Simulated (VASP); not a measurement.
Wanted: the native input for a VASP 6.6.1 run.

| Property | Result |
| --- | --- |
| Task | single point |
| Functional | r2SCAN |
| Potentials or basis | VASP PAW PBE potentials, release 64 (Cd, Se) |
| Cutoff | 520 eV |
| k mesh | 7 × 7 × 4 |
| Occupations | fermi-dirac, width 0.05 eV |
| Spin | no spin polarisation |
| Dipole correction | no |
| Further INCAR settings | ALGO = Normal; EDIFF = 1e-06; NBANDS = 26 |

CdSe (Cadmoselite):

```
Cd Se
1.0
     4.30000    0.00000    0.00000
    -2.15000    3.72391    0.00000
     0.00000    0.00000    7.02000
Cd Se
2 2
Direct
  0.66667 0.33333 0.50000
  0.33333 0.66667 0.00000
  0.66667 0.33333 0.88500
  0.33333 0.66667 0.38500
```

These files were run (other wordings do the same):

POSCAR

```
CdSe
1.0
    4.3000000000      0.0000000000      0.0000000000
   -2.1500000000      3.7239092363      0.0000000000
    0.0000000000      0.0000000000      7.0200000000
Cd Se
2 2
Direct
    0.6666666667      0.3333333333      0.5000000000
    0.3333333333      0.6666666667      0.0000000000
    0.6666666667      0.3333333333      0.8850000000
    0.3333333333      0.6666666667      0.3850000000
```

INCAR.step1

```
PREC = Accurate
ENCUT = 520
ISMEAR = -1
SIGMA = 0.05
LREAL = False
LASPH = True
NELM = 60
NBANDS = 26
GGA = PE
ALGO = Normal
EDIFF = 1E-4
LWAVE = True
LCHARG = False
```

INCAR.step2

```
PREC = Accurate
ENCUT = 520
EDIFF = 1E-6
ISMEAR = -1
SIGMA = 0.05
LREAL = False
LASPH = True
NELM = 60
ALGO = Normal
ISIF = 2
LWAVE = False
LCHARG = False
METAGGA = R2SCAN
LMIXTAU = True
NBANDS = 26
ISTART = 1
```

KPOINTS

```
Automatic mesh
0
Gamma
  7 7 4
```

Potentials or basis: VASP PAW PBE potentials, release 64 (Cd, Se).

Command:

```bash
$ cat potpaw_PBE.64/Cd/POTCAR potpaw_PBE.64/Se/POTCAR > POTCAR
$ cp INCAR.step1 INCAR
$ mpirun -np 1 vasp_std > vasp.out
$ cp INCAR.step2 INCAR
$ mpirun -np 1 vasp_std > vasp.out
```

Results of the run:

- Pressure: 1.8 GPa
- Largest force: 0.286 eV/Å
- Band gap on the k mesh: 1.19 eV, direct

Caveat: the PAW data sets were made with another functional, which shifts forces and pressure a little.

Run time: 110 s on 1 thread of Intel(R) Xeon(R) Platinum 8559C (Emerald Rapids), with other jobs on the host, peak memory 0.26 GiB.
